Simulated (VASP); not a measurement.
# Sr8Ti9O24 (a cell with a defect) in VASP: single point with PBEsol

Aim: the single point of Sr8Ti9O24 (a cell with a defect) with PBEsol.

All numbers are computed with VASP 6.6.1; they aren't measurements. Logs are shortened: lines on timing, memory, paths and dates and some standing lists are left out, and cuts for length are marked.

## (1) The cell of the first run

The cell holds a defect, 41 atoms: a = 7.783 Å, b = 7.783 Å, c = 7.783 Å, α = 90.00°, β = 90.00°, γ = 90.00°.

## (2) Single point, PBEsol, collinear spin

File INCAR:

```
SYSTEM = Sr8Ti9O24
  PREC = Accurate
  ENCUT = 520
  EDIFF = 1E-6
  ISMEAR = -1
  SIGMA = 0.05
  LREAL = Auto
  LASPH = .True.
  NELM = 150
  ALGO = Normal
  ISIF = 2
  LWAVE = .False.
  LCHARG = .False.
  ISPIN = 2
  MAGMOM = 0 0 0 0 0 0 0 0 0 0 0 0 0 0 0 0 2 0 0 0 0 0 0 0 0 0 0 0 0 0 0 0 0 0 0 0 0 0 0 0 0
  LORBIT = 11
  LMAXMIX = 4
  GGA = PS
  ISYM = 0
  NBANDS = 196
```

File KPOINTS:

```
Automatic mesh
0
Gamma
  1 1 1
  0.25 0.25 0.25
```

File POSCAR:

```
Sr8Ti9O24
1.0
    7.7828210000      0.0000000000      0.0000000000
    0.0000000000      7.7828210000      0.0000000000
    0.0000000000      0.0000000000      7.7828210000
Sr Ti O
8 9 24
Direct
    0.9855600000      0.9989030000      0.0090780000
    0.9298560000      0.9677710000      0.4928470000
    0.9941730000      0.5121020000      0.0027290000
    0.9910020000      0.5224480000      0.4929030000
    0.5105260000      0.9930330000      0.9719040000
    0.5141820000      0.9824660000      0.4929340000
    0.5056420000      0.5407280000      0.9873900000
    0.5030500000      0.5116100000      0.5343490000
    0.3024850000      0.2844480000      0.2273010000
    0.2703070000      0.2789510000      0.7877680000
    0.2437060000      0.7615920000      0.2445020000
    0.2460530000      0.7691630000      0.7387900000
    0.7064900000      0.2627940000      0.2501390000
    0.7629050000      0.2568280000      0.7505720000
    0.7421050000      0.7472060000      0.2422050000
    0.7514850000      0.7511980000      0.7521300000
    0.1717070000      0.1656670000      0.4974240000
    0.2124630000      0.2095450000      0.0082000000
    0.2488300000      0.8060920000      0.9976300000
    0.2546940000      0.7149220000      0.5037300000
    0.7806670000      0.2561050000      0.9988900000
    0.7206820000      0.2467080000      0.4950720000
    0.7524620000      0.7498660000      0.9943750000
    0.7377750000      0.7412410000      0.4962390000
    0.0455540000      0.2639050000      0.3260850000
    0.0158420000      0.2510000000      0.6901510000
    0.0012930000      0.7636080000      0.2495000000
    0.9996730000      0.7653670000      0.7440020000
    0.4955540000      0.1344360000      0.2252420000
    0.5063290000      0.2704850000      0.7826710000
    0.5022320000      0.7628370000      0.2392160000
    0.4998880000      0.7573880000      0.7497930000
    0.2344590000      0.9978230000      0.3339860000
    0.2586450000      0.0201670000      0.6938250000
    0.2341830000      0.5218130000      0.2016150000
    0.2487720000      0.5133340000      0.7886560000
    0.7697440000      0.9992440000      0.2423660000
    0.7495050000      0.0041250000      0.7492380000
    0.7945620000      0.5069730000      0.2424620000
    0.7609460000      0.5040620000      0.7468150000
    0.5116630000      0.4116110000      0.2566040000
```

Potentials or basis: VASP PAW PBE potentials, release 64 (Sr_sv, Ti_sv, O).

Run with:

```console
$ cat potpaw_PBE.64/Sr_sv/POTCAR potpaw_PBE.64/Ti_sv/POTCAR potpaw_PBE.64/O/POTCAR > POTCAR
$ mpirun -np 1 vasp_std > vasp.out
```

OUTCAR:

```text
SYSTEM = Sr8Ti9O24
   PREC = Accurate
   ENCUT = 520
   EDIFF = 1E-6
   ISMEAR = -1
   LREAL = Auto
   LASPH = .True.
   NELM = 150
   ISIF = 2
   ISPIN = 2
   LORBIT = 11
   GGA = PS
   ISYM = 0

 ion  position               nearest neighbor table
   1  0.986  0.999  0.009-  18 2.41  37 2.47  19 2.54  21 2.56  27 2.62  23 2.66  38 2.73  28 2.75
                            26 3.17  33 3.19  25 3.25  34 3.25  15 3.27  11 3.29  16 3.32  14 3.33
   2  0.930  0.968  0.493-  24 2.31  37 2.33  17 2.43  38 2.46  27 2.53  28 2.57  33 2.68  22 2.71
                            26 2.77  25 2.79  16 2.97  15 2.98  34 3.03  20 3.20   6 3.24  14 3.28
   3  0.994  0.512  0.003-  35 2.43  39 2.43  36 2.59  21 2.59  23 2.64  40 2.70  27 2.74  28 2.82
                            18 2.90  19 3.03  26 3.17  25 3.20  15 3.27  10 3.27  16 3.29  14 3.32
   4  0.991  0.522  0.493-  25 2.43  39 2.48  20 2.54  24 2.60  26 2.62  27 2.67  40 2.67  28 2.72
                            35 2.95  22 3.01  36 3.05  17 3.11  15 3.26  16 3.27  11 3.33  12 3.36
   5  0.511  0.993  0.972-  29 2.26  19 2.51  32 2.52  38 2.54  30 2.61  23 2.68  31 2.75  18 2.88
                            37 2.92  34 2.93  21 2.94  16 3.16  10 3.24  12 3.25  14 3.32  15 3.37
   6  0.514  0.982  0.493-  29 2.40  33 2.51  34 2.55  24 2.56  22 2.61  31 2.61  32 2.66  38 2.71
                            37 2.79  20 2.90  17 3.02  30 3.18  15 3.21   2 3.24  13 3.25  16 3.27
   7  0.506  0.541  0.987-  41 2.32  32 2.50  23 2.52  36 2.54  31 2.61  30 2.64  35 2.70  40 2.75
                            19 2.88  39 3.01  21 3.08  16 3.11  15 3.15  10 3.15   9 3.16  12 3.31
   8  0.503  0.512  0.534-  41 2.30  20 2.51  32 2.54  24 2.57  40 2.60  22 2.69  30 2.69  36 2.80
                            31 3.02  16 3.18  39 3.21  10 3.23  12 3.25  14 3.29  35 3.33  13 3.34
   9  0.302  0.284  0.227-  29 1.90  41 1.92  35 1.93  18 1.93  25 2.15  33 2.44  17 2.51   7 3.16
                             8 3.36   5 3.42   3 3.46   6 3.54   4 3.69   1 3.73
  10  0.270  0.279  0.788-  36 1.83  30 1.84  18 1.85  26 2.13  34 2.14  17 2.54   7 3.15   8 3.23
                             5 3.24   3 3.27   1 3.55   4 3.69   6 3.77
  11  0.244  0.762  0.245-  27 1.89  35 1.90  19 1.95  33 1.97  31 2.01  20 2.05   1 3.29   4 3.33
                             3 3.33   7 3.33   6 3.34   5 3.47   2 3.50   8 3.60
  12  0.246  0.769  0.739-  20 1.88  28 1.92  32 1.98  34 1.99  36 2.03  19 2.04   8 3.25   5 3.25
                             6 3.28   7 3.31   4 3.36   1 3.43   3 3.47   2 3.48
  13  0.706  0.263  0.250-  41 1.91  22 1.91  29 1.93  39 2.02  21 2.04  37 2.11   6 3.25   8 3.34
                             7 3.36   5 3.38   2 3.44   1 3.53   3 3.53   4 3.54
  14  0.763  0.257  0.751-  40 1.92  21 1.94  38 1.97  30 2.02  22 2.02  26 2.02   2 3.28   8 3.29
                             3 3.32   5 3.32   1 3.33   4 3.38   7 3.51   6 3.51
  15  0.742  0.747  0.242-  31 1.87  39 1.91  23 1.93  37 1.97  24 1.98  27 2.02   2 2.98   7 3.15
                             6 3.21   4 3.26   3 3.27   1 3.27   5 3.37   8 3.46
  16  0.751  0.751  0.752-  23 1.89  40 1.93  28 1.94  32 1.96  38 1.97  24 2.00   2 2.97   7 3.11
                             5 3.16   8 3.18   4 3.27   6 3.27   3 3.29   1 3.32
  17  0.172  0.166  0.497-  25 1.82  33 1.89  34 2.02  26 2.04   2 2.43   9 2.51  10 2.54   6 3.02
                             4 3.11   8 3.74
  18  0.212  0.210  0.008-  10 1.85   9 1.93   1 2.41   5 2.88   3 2.90   7 3.45
  19  0.249  0.806  0.998-  11 1.95  12 2.04   5 2.51   1 2.54   7 2.88   3 3.03
[... 957 lines left out ...]
    177       8.0219      0.00000
    178       8.0768      0.00000
 Fermi energy:         6.8091740034

 spin component 2

 k-point     1 :       0.2500    0.2500    0.2500
  band No.  band energies     occupation
      1     -51.5686      1.00000
      2     -51.5164      1.00000
      3     -51.4745      1.00000
      4     -51.4537      1.00000
      5     -51.4176      1.00000
      6     -51.3764      1.00000
[... 713 lines left out ...]
    177       8.0771      0.00000
    178       8.1323      0.00000
 [bands above 178 left out]

------------------------ aborting loop because EDIFF is reached ----------------------------------------

  FORCE on cell =-STRESS in cart. coord.  units (eV):
  Direction    XX          YY          ZZ          XY          YZ          ZX
  --------------------------------------------------------------------------------------
  -------------------------------------------------------------------------------------
  Total       33.9480722     34.8473044     21.2243684      7.2019064     -1.0264180      1.7931547
  in kB      115.3757596    118.4318859     72.1330392     24.4763654     -3.4883793      6.0942072
  external PRESSURE =     101.9802282 kB  Pullay stress =       0.0000000 kB

 VOLUME and BASIS-vectors are now :
 -----------------------------------------------------------------------------
  energy-cutoff  :      520.00
  volume of cell :      471.42
      direct lattice vectors                 reciprocal lattice vectors
     7.782821000  0.000000000  0.000000000     0.128488115  0.000000000  0.000000000
     0.000000000  7.782821000  0.000000000     0.000000000  0.128488115  0.000000000
     0.000000000  0.000000000  7.782821000     0.000000000  0.000000000  0.128488115

 POSITION                                       TOTAL-FORCE (eV/Angst)
 -----------------------------------------------------------------------------------
      7.67044      7.77428      0.07065        -0.002358     -0.059018      0.003441
      7.23690      7.53199      3.83574        -0.006315     -0.126655     -0.061153
      7.73747      3.98560      0.02124        -0.032501      0.021087      0.048402
      7.71279      4.06612      3.83618        -0.014939      0.053974     -0.023946
      3.97333      7.72860      7.56415         0.012414     -0.064228      0.032529
      4.00179      7.64636      3.83642         0.031547     -0.059767     -0.041726
[... 33 lines left out ...]
      5.92231      3.92302      5.81233         0.064106     -0.053513      0.007897
      3.98218      3.20349      1.99710        -0.124215      0.032380      0.013582
 -----------------------------------------------------------------------------------
    total drift:                                0.010657     -0.007974      0.018362

  FREE ENERGIE OF THE ION-ELECTRON SYSTEM (eV)
  ---------------------------------------------------
  free  energy   TOTEN  =      -336.2738992826 eV

  energy  without entropy=     -336.1929842488  energy(sigma->0) =     -336.23344177

 total charge

# of ion       s       p       d       tot
------------------------------------------
    1        2.005   5.780   0.252   8.037
    2        2.025   5.813   0.412   8.250
    3        2.005   5.779   0.255   8.039
    4        2.007   5.782   0.271   8.060
    5        2.009   5.795   0.292   8.096
    6        2.010   5.789   0.296   8.095
[... 33 lines left out ...]
   40        1.561   3.495   0.000   5.056
   41        1.580   3.514   0.000   5.095
--------------------------------------------------
tot         73.718 186.613  19.496 279.827

 magnetization (x)

# of ion       s       p       d       tot
------------------------------------------
    1       -0.000  -0.000  -0.000  -0.001
    2        0.000   0.000   0.002   0.002
    3       -0.000  -0.000   0.001   0.001
    4       -0.000  -0.000   0.001   0.001
    5       -0.000  -0.000   0.001   0.001
    6        0.000   0.000   0.001   0.001
[... 33 lines left out ...]
   40       -0.000  -0.005   0.000  -0.006
   41        0.000   0.001   0.000   0.001
--------------------------------------------------
tot         -0.014  -0.095  -0.013  -0.122
```

OSZICAR:

```text
N       E                     dE             d eps       ncg     rms          rms(c)
DAV:   1     0.481389105667E+04    0.48139E+04   -0.16396E+05  3136   0.191E+03
DAV:   2     0.606063424389E+03   -0.42078E+04   -0.40101E+04  3136   0.581E+02
DAV:   3    -0.327837942302E+03   -0.93390E+03   -0.90375E+03  4016   0.242E+02
[... 15 lines left out ...]
DAV:  19    -0.336273873985E+03   -0.22720E-03   -0.14664E-03  4696   0.152E-01    0.702E-02
DAV:  20    -0.336273888471E+03   -0.14487E-04   -0.42725E-04  4408   0.895E-02    0.352E-02
DAV:  21    -0.336273900475E+03   -0.12004E-04   -0.15890E-04  4688   0.541E-02    0.233E-02
DAV:  22    -0.336273899020E+03    0.14550E-05   -0.41414E-05  4216   0.330E-02    0.115E-02
DAV:  23    -0.336273899158E+03   -0.13756E-06   -0.15830E-05  3888   0.134E-02    0.600E-03
DAV:  24    -0.336273899283E+03   -0.12503E-06   -0.21977E-06  1992   0.654E-03
   1 F= -.33627390E+03 E0= -.33623344E+03  d E =-.809150E-01  mag=    -0.1374
```

Wall time 59 min (1 thread of Oxide Virtual Turin-like, shared host); peak memory 0.92 GiB.

What came out:

* Free energy: -336.2739 eV
* Pressure: 10.2 GPa
* Largest force: 0.302 eV/Å
* Net moment: -0.14 μB per cell
* Site moments: Sr -0.00, +0.00 (each value once); Ti -0.10, -0.15, -0.00, +0.11, +0.01, +0.14, +0.03, +0.16, -0.25; O -0.02, -0.00, -0.01, +0.00 (each value once) μB
* Valence electrons inside the program's atomic spheres: Sr 8.04, 8.25, 8.06, 8.10, 8.11, 8.09 (each value once); Ti 10.45, 10.55, 10.35, 10.30, 10.43, 10.47, 10.71 (each value once); O 5.05, 5.03, 5.04, 5.01, 5.02, 5.08, 5.06, 5.09, 5.07 (each value once)

Forces on the atoms (eV/Å):
```
Sr  -0.002 -0.059  0.003
Sr  -0.006 -0.127 -0.061
Sr  -0.033  0.021  0.048
Sr  -0.015  0.054 -0.024
Sr   0.012 -0.064  0.033
Sr   0.032 -0.060 -0.042
Sr   0.023  0.076  0.032
Sr   0.052  0.020 -0.108
Ti   0.074 -0.025  0.056
Ti  -0.151 -0.213 -0.152
Ti   0.114 -0.006  0.035
Ti  -0.136  0.033  0.075
Ti   0.086 -0.050 -0.025
Ti  -0.010 -0.085 -0.075
Ti   0.030 -0.012 -0.023
Ti  -0.018 -0.043 -0.061
Ti  -0.021  0.020  0.184
O    0.060  0.101  0.035
O   -0.019 -0.007 -0.059
O   -0.006  0.007  0.002
O    0.001  0.032  0.026
O    0.003  0.045  0.108
O   -0.005  0.009 -0.022
O   -0.077 -0.033  0.132
O    0.048  0.020 -0.044
O   -0.007  0.052  0.068
O    0.015  0.016 -0.038
O    0.078 -0.043  0.010
O   -0.054 -0.013 -0.052
O    0.113  0.006  0.000
O   -0.132  0.002 -0.006
O   -0.066  0.053 -0.045
O   -0.032  0.123  0.052
O    0.137  0.073  0.003
O   -0.032 -0.071 -0.061
O    0.017  0.058 -0.061
O    0.019  0.133 -0.030
O   -0.041  0.102  0.042
O    0.008 -0.126  0.023
O    0.064 -0.054  0.008
O   -0.124  0.032  0.014
```

Stress tensor (GPa, compression positive):
```
11.54  2.45  0.61
 2.45 11.84 -0.35
 0.61 -0.35  7.21
```

Caveat: the k points lie up to 0.40 Å⁻¹ apart; the PAW data sets were made with another functional, which shifts forces and pressure a little.
